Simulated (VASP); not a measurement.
# Al12H in VASP: notebook

The runs below take Al12H through single point, with PBE.

Everything below comes from runs of VASP 6.6.1. Logs are shortened: lines on timing, memory, paths and dates and some standing lists are left out, and cuts for length are marked.

**1. The cell of the first run**

The cell holds a slab with vacuum, 13 atoms: a = 5.714 Å, b = 5.714 Å, c = 21.601 Å, α = 90.00°, β = 90.00°, γ = 120.00°.

**2. Single point, PBE, collinear spin**

INCAR reads:

```
PREC = Accurate
ENCUT = 520
EDIFF = 1E-6
ISMEAR = 0
SIGMA = 0.1
LREAL = False
LASPH = True
NELM = 150
ALGO = Normal
ISIF = 2
LWAVE = False
LCHARG = True
ISPIN = 2
MAGMOM = 0 0 0 0 0 0 0 0 0 0 0 0 1
LORBIT = 11
LDIPOL = True
IDIPOL = 3
DIPOL = 0.5 0.5 0.312
GGA = PE
LELF = True
LVHAR = True
LVACPOTAV = True
NBANDS = 34
```

KPOINTS reads:

```
regular mesh
0
Gamma
  6 6 1
```

POSCAR reads:

```
Al12H
1.0
    5.7135165838      0.0000000000      0.0000000000
   -2.8567582919      4.9480505065      0.0000000000
    0.0000000000      0.0000000000     21.6013781936
Al H
12 1
Direct
    0.3333333333      0.1666666667      0.1851733702
    0.3333333333      0.6666666667      0.1851733702
    0.8333333333      0.1666666667      0.1851733702
    0.8333333333      0.6666666667      0.1851733702
    0.1666666667      0.3333333333      0.2916813828
    0.1666666667      0.8333333333      0.2916813828
    0.6666666667      0.3333333333      0.2916813828
    0.6666666667      0.8333333333      0.2916813828
    0.0000000000      0.0000000000      0.3981865470
    0.0000000000      0.5000000000      0.3981865470
    0.5000000000      0.0000000000      0.3981865470
    0.5000000000      0.5000000000      0.3981865470
    0.1666666667     -0.1666666667      0.5495657771
```

Potentials or basis: VASP PAW PBE potentials, release 64 (Al, H).

Launch:

```bash
cat potpaw_PBE.64/Al/POTCAR potpaw_PBE.64/H/POTCAR > POTCAR
mpirun -np 1 vasp_std > vasp.out
```

OUTCAR:

```text
PREC = Accurate
   ENCUT = 520
   EDIFF = 1E-6
   ISMEAR = 0
   LREAL = False
   LASPH = True
   NELM = 150
   ISIF = 2
   ISPIN = 2
   LORBIT = 11
   GGA = PE

 ion  position               nearest neighbor table
   1  0.333  0.167  0.185-   5 2.83   6 2.83   7 2.83   4 2.86   2 2.86   2 2.86   4 2.86   3 2.86
                             3 2.86
   2  0.333  0.667  0.185-   6 2.83   5 2.83   8 2.83   3 2.86   1 2.86   1 2.86   3 2.86   4 2.86
                             4 2.86
   3  0.833  0.167  0.185-   7 2.83   8 2.83   5 2.83   4 2.86   2 2.86   4 2.86   2 2.86   1 2.86
                             1 2.86
   4  0.833  0.667  0.185-   8 2.83   7 2.83   6 2.83   3 2.86   1 2.86   3 2.86   1 2.86   2 2.86
                             2 2.86
   5  0.167  0.333  0.292-   9 2.83  12 2.83  10 2.83   1 2.83   2 2.83   3 2.83   8 2.86   6 2.86
                             6 2.86   8 2.86   7 2.86   7 2.86
   6  0.167  0.833  0.292-  10 2.83  11 2.83   9 2.83   2 2.83   1 2.83   4 2.83   7 2.86   5 2.86
                             5 2.86   7 2.86   8 2.86   8 2.86
   7  0.667  0.333  0.292-  11 2.83  10 2.83  12 2.83   3 2.83   4 2.83   1 2.83   8 2.86   6 2.86
                             8 2.86   6 2.86   5 2.86   5 2.86
   8  0.667  0.833  0.292-  12 2.83   9 2.83  11 2.83   4 2.83   3 2.83   2 2.83   7 2.86   5 2.86
                             7 2.86   5 2.86   6 2.86   6 2.86
   9  0.000  0.000  0.398-   5 2.83   8 2.83   6 2.83  10 2.86  12 2.86  10 2.86  12 2.86  11 2.86
                            11 2.86
  10  0.000  0.500  0.398-   6 2.83   7 2.83   5 2.83   9 2.86  11 2.86   9 2.86  11 2.86  12 2.86
                            12 2.86
  11  0.500  0.000  0.398-   7 2.83   6 2.83   8 2.83  10 2.86  12 2.86  12 2.86  10 2.86   9 2.86
                             9 2.86
  12  0.500  0.500  0.398-   8 2.83   5 2.83   7 2.83   9 2.86  11 2.86  11 2.86   9 2.86  10 2.86
                            10 2.86
  13  0.167  0.833  0.550-

  LATTYP: Found a hexagonal cell.
 ALAT       =     5.7135165838
 C/A-ratio  =     3.7807500647

  Lattice vectors:

 A1 = (   5.7135165838,   0.0000000000,   0.0000000000)
 A2 = (  -2.8567582919,   4.9480505065,   0.0000000000)
 A3 = (   0.0000000000,   0.0000000000,  21.6013781936)

Analysis of symmetry for initial positions (statically):
=====================================================================
 Subroutine PRICEL returns:
 Original cell was already a primitive cell.

 Routine SETGRP: Setting up the symmetry group for a
 hexagonal supercell.

 Subroutine GETGRP returns: Found  6 space group operations
 (whereof  2 operations were pure point group operations)
 out of a pool of 24 trial point group operations.

The static configuration has the point symmetry C_1h.
 The point group associated with its full space group is C_3v.

Analysis of symmetry for dynamics (positions and initial velocities):
=====================================================================
 Subroutine PRICEL returns:
 Original cell was already a primitive cell.

 Routine SETGRP: Setting up the symmetry group for a
 hexagonal supercell.

 Subroutine GETGRP returns: Found  6 space group operations
 (whereof  2 operations were pure point group operations)
 out of a pool of 24 trial point group operations.

The dynamic configuration has the point symmetry C_1h.
 The point group associated with its full space group is C_3v.

Analysis of structural, dynamic, and magnetic symmetry:
=====================================================================
 Subroutine PRICEL returns:
 Original cell was already a primitive cell.

 Routine SETGRP: Setting up the symmetry group for a
 hexagonal supercell.

 Subroutine GETGRP returns: Found  6 space group operations
 (whereof  2 operations were pure point group operations)
 out of a pool of 24 trial point group operations.

The overall configuration has the point symmetry C_1h.
 The point group associated with its full space group is C_3v.

 Subroutine INISYM returns: Found  6 space group operations
 (whereof  2 operations are pure point group operations),
 and found     1 'primitive' translations

----------------------------------------------------------------------------------------
[... 103 lines left out ...]
   ISIF   =      2    stress and relaxation
   ISYM   =      2    0-nonsym 1-usesym 2-fastsym
   POTIM  = 0.5000    time-step for ionic-motion
   TEBEG  =    0.0;   TEEND  =   0.0 temperature during run
   PSTRESS=    0.0 pullay stress
   NELECT =      37.0000    total number of electrons
   NUPDOWN=      -1.0000    fix difference up-down
   EMIN   =  10.00;   EMAX   =-10.00  energy-range for DOS
   EFERMI =   0.00;   METHOD = LEGACY
   ISMEAR =     0;   SIGMA  =   0.10  broadening in eV -4-tet -1-fermi 0-gaus
   EFERMI_NEDOS =   21; number of points for ismear=-14 and -15
   IALGO  =     38    algorithm
   IMIX   =      4    mixing-type and parameters
     AMIX     =   0.40;   BMIX     =  1.00
     AMIX_MAG =   1.60;   BMIX_MAG =  1.00
  volume/ion in A,a.u.               =      46.98       317.01
  Fermi-wavevector in a.u.,A,eV,Ry     =   0.642987  1.215070  5.625093  0.413433
  Thomas-Fermi vector in A             =   1.709838
   LORBIT       =     11    0 simple, 1 ext, 2 COOP (PROOUT), +10 PAW based schemes
   GGA     = PE    functional components
   LHFCALC =     F    Hartree Fock is set to
   AEXX    =    0.0000 exact exchange contribution
   IVDW    =     0    specifies the selected vdW correction
   LEPSILON=     F    determine dielectric tensor
   LRPA    =     F    only Hartree local field effects (RPA)
 spin polarized calculation
 Gauss-broadening in eV      SIGMA  =   0.10
  energy-cutoff  :      520.00
  volume of cell :      610.69
 maximum number of plane-waves:     16489
   NGX = 21   NGY = 21   NGZ = 81

 dipolmoment           0.000000      0.000000     -0.001817 electrons x Angstroem

 number of electron      37.0000000 magnetization       0.9963947

 dipolmoment           0.000000      0.000000      0.017128 electrons x Angstroem

 Free energy of the ion-electron system (eV)
  ---------------------------------------------------
  ext. energy  EPLUGINS =         0.00000000
  ---------------------------------------------------
  free energy    TOTEN  =       -43.28027687 eV

  energy without entropy =      -43.24877832  energy(sigma->0) =      -43.26452760

 E-fermi :  -0.0138     XC(G=0):  -4.2730

 val. band max:       -0.0312266488   @ k =   0.3333   0.1667   0.0000
 cond. band min:       0.0345179012   @ k =   0.1667   0.1667   0.0000
 fundamental gap:      0.0657445500
 Fermi energy:        -0.0138360302

 spin component 1

 k-point     1 :       0.0000    0.0000    0.0000
  band No.  band energies     occupation
      1     -10.5897      1.00000
      2      -8.8808      1.00000
      3      -6.1878      1.00000
      4      -4.7142      1.00000
      5      -4.7142      1.00000
      6      -4.7114      1.00000
[... 220 lines left out ...]
     29       3.3096      0.00000
     30       3.3112      0.00000
 Fermi energy:        -0.0138360302

 spin component 2

 k-point     1 :       0.0000    0.0000    0.0000
  band No.  band energies     occupation
      1     -10.5854      1.00000
      2      -8.8766      1.00000
      3      -6.1771      1.00000
      4      -4.7091      1.00000
      5      -4.7083      1.00000
      6      -4.7083      1.00000
[... 220 lines left out ...]
     29       3.3254      0.00000
     30       3.3282      0.00000
 [bands above 30 left out]

------------------------ aborting loop because EDIFF is reached ----------------------------------------

  FORCE on cell =-STRESS in cart. coord.  units (eV):
  Direction    XX          YY          ZZ          XY          YZ          ZX
  --------------------------------------------------------------------------------------
  -------------------------------------------------------------------------------------
  Total       -2.7948319     -2.7948319     -0.2972972     -0.0000000      0.0000000      0.0000000
  in kB       -7.3324178     -7.3324178     -0.7799778     -0.0000000      0.0000000      0.0000000
  external PRESSURE =      -5.1482712 kB  Pullay stress =       0.0000000 kB

 VOLUME and BASIS-vectors are now :
 -----------------------------------------------------------------------------
  energy-cutoff  :      520.00
  volume of cell :      610.69
      direct lattice vectors                 reciprocal lattice vectors
     5.713516584  0.000000000  0.000000000     0.175023558  0.101049898  0.000000000
    -2.856758292  4.948050506  0.000000000     0.000000000  0.202099796  0.000000000
     0.000000000  0.000000000 21.601378194     0.000000000  0.000000000  0.046293343

 POSITION                                       TOTAL-FORCE (eV/Angst)
 -----------------------------------------------------------------------------------
      1.42838      0.82468      4.00000        -0.000000      0.002633      0.002355
     -0.00000      3.29870      4.00000         0.002280     -0.001316      0.002355
      4.28514      0.82468      4.00000        -0.000000      0.000000      0.002470
      2.85676      3.29870      4.00000        -0.002280     -0.001316      0.002355
      0.00000      1.64935      6.30072        -0.001133     -0.000654     -0.002734
     -1.42838      4.12338      6.30072        -0.000000      0.000000      0.002718
      2.85676      1.64935      6.30072         0.001133     -0.000654     -0.002734
      1.42838      4.12338      6.30072         0.000000      0.001308     -0.002734
      0.00000      0.00000      8.60138         0.002721     -0.001571      0.024051
     -1.42838      2.47403      8.60138        -0.000000      0.003141      0.024051
      2.85676      0.00000      8.60138        -0.002721     -0.001571      0.024051
      1.42838      2.47403      8.60138        -0.000000      0.000000     -0.000460
     -1.42838      4.12338     11.87138        -0.000000      0.000000     -0.075745
 -----------------------------------------------------------------------------------
    total drift:                               -0.000000      0.000000      0.000209

  FREE ENERGIE OF THE ION-ELECTRON SYSTEM (eV)
  ---------------------------------------------------
  free  energy   TOTEN  =       -43.2802768693 eV

  energy  without entropy=      -43.2487783230  energy(sigma->0) =      -43.26452760

 vacuum level on the upper side and lower side of the slab         4.014         3.905

 total charge

# of ion       s       p       d       tot
------------------------------------------
    1        0.451   0.312   0.000   0.763
    2        0.451   0.312   0.000   0.763
    3        0.451   0.312   0.000   0.763
    4        0.451   0.312   0.000   0.763
    5        0.433   0.345   0.000   0.778
    6        0.433   0.345   0.000   0.778
    7        0.433   0.345   0.000   0.778
    8        0.433   0.345   0.000   0.778
    9        0.451   0.311   0.000   0.763
   10        0.451   0.311   0.000   0.763
   11        0.451   0.311   0.000   0.763
   12        0.451   0.312   0.000   0.763
   13        0.378   0.000   0.000   0.378
--------------------------------------------------
tot          5.720   3.875   0.000   9.594

 magnetization (x)

# of ion       s       p       d       tot
------------------------------------------
    1        0.000   0.001   0.000   0.001
    2        0.000   0.001   0.000   0.001
    3        0.000   0.001   0.000   0.001
    4        0.000   0.001   0.000   0.001
    5        0.000   0.001   0.000   0.001
    6        0.001   0.001   0.000   0.002
    7        0.000   0.001   0.000   0.001
    8        0.000   0.001   0.000   0.001
    9        0.001  -0.000   0.000   0.001
   10        0.001  -0.000   0.000   0.001
   11        0.001  -0.000   0.000   0.001
   12       -0.000   0.001   0.000   0.000
   13        0.370   0.000   0.000   0.370
--------------------------------------------------
tot          0.375   0.007   0.000   0.382
```

It took 18 min on 1 thread of Intel Xeon 8259CL, shared host; peak memory 0.93 GiB.

Results:

```yaml
Free_energy: -43.2803 eV
Largest_force: 0.076 eV/Å
Band_gap_on_the_k_mesh: zero (filled and empty bands overlap)
Net_moment: 1.00 μB per cell
Site_moments: Al +0.00; H +0.37 μB
Valence_electrons_inside_the_program's_atomic_spheres: Al 0.76, 0.78 (each value once); H 0.38
```

Forces in eV/Å, atoms in the order of the input:
```
Al   0.000  0.003  0.002
Al   0.002 -0.001  0.002
Al   0.000  0.000  0.002
Al  -0.002 -0.001  0.002
Al  -0.001 -0.001 -0.003
Al   0.000  0.000  0.003
Al   0.001 -0.001 -0.003
Al   0.000  0.001 -0.003
Al   0.003 -0.002  0.024
Al   0.000  0.003  0.024
Al  -0.003 -0.002  0.024
Al   0.000  0.000  0.000
H    0.000  0.000 -0.076
```

**3. Single point, PBE, collinear spin**

INCAR reads:

```
  ALGO = Normal
  DIPOL = 0.5 0.5 0.306
  EDIFF = 1E-7
  ENCUT = 520
  GGA = PE
  IDIPOL = 3
  ISIF = 2
  ISMEAR = 0
  ISPIN = 2
  LASPH = T
  LCHARG = F
  LDIPOL = T
  LORBIT = 11
  LREAL = F
  LWAVE = F
  MAGMOM = 0 0 0 0 0 0 0 0 0 0 0 0 1
  NBANDS = 34
  NELM = 150
  PREC = Accurate
  SIGMA = 0.1
```

KPOINTS reads:

```
k-points
0
Gamma
  6 6 1
```

Changes to POSCAR since step 2:

```diff
@@ -20,2 +20,2 @@
     0.5000000000      0.5000000000      0.3981865470
-    0.1666666667     -0.1666666667      0.5495657771
+    0.3333333333     -0.3333333333      0.4754964290
```

Potentials or basis: VASP PAW PBE potentials, release 64 (Al, H).

Launch:

```bash
cat potpaw_PBE.64/Al/POTCAR potpaw_PBE.64/H/POTCAR > POTCAR
mpirun -np 1 vasp_std > vasp.out
```

It took 18 min on 1 thread of Intel Xeon Platinum 8259CL at 2.50GHz (Skylake/Cascade Lake), shared host; peak memory 0.91 GiB.

Results (log left out):

```
Free energy                                           : -44.6571 eV
Largest force                                         : 1.316 eV/Å
Net moment                                            : 0.00 μB per cell
Valence electrons inside the program's atomic spheres : Al 0.77, 0.76, 0.78, 0.79, 0.75 (each value once); H 0.44
```

Forces on the atoms (eV/Å):
```
Al  -0.089 -0.051 -0.134
Al   0.000  0.000  0.047
Al   0.089 -0.051 -0.134
Al   0.000  0.102 -0.134
Al   0.000 -0.006  0.113
Al  -0.005  0.003  0.113
Al   0.000  0.000 -0.122
Al   0.005  0.003  0.113
Al   0.000  0.000  0.010
Al  -0.030 -0.018  0.481
Al   0.000  0.035  0.481
Al   0.030 -0.018  0.481
H    0.000  0.000 -1.316
```

Levels at points of the mesh, in eV from the Fermi level:
Spin up:
| k point | band 15 | band 16 | band 17 | band 18 | band 19 | band 20 | band 21 | band 22 |
| --- | --- | --- | --- | --- | --- | --- | --- | --- |
| (0.00, 0.00, 0.00) | -2.78 | -2.78 | -1.43 | -0.44 | -0.44 | -0.22 | -0.22 | -0.20 |
| (0.50, 0.00, 0.00) | -0.65 | -0.55 | -0.41 | -0.27 | 0.17 | 0.90 | 0.97 | 1.24 |
Spin down:
```
           k point  band 15  band 16  band 17  band 18  band 19  band 20  band 21  band 22
(0.00, 0.00, 0.00)    -2.78    -2.78    -1.43    -0.44    -0.44    -0.22    -0.22    -0.20
(0.50, 0.00, 0.00)    -0.65    -0.55    -0.41    -0.27     0.17     0.90     0.97     1.24
```

[end of part 1 of 2]
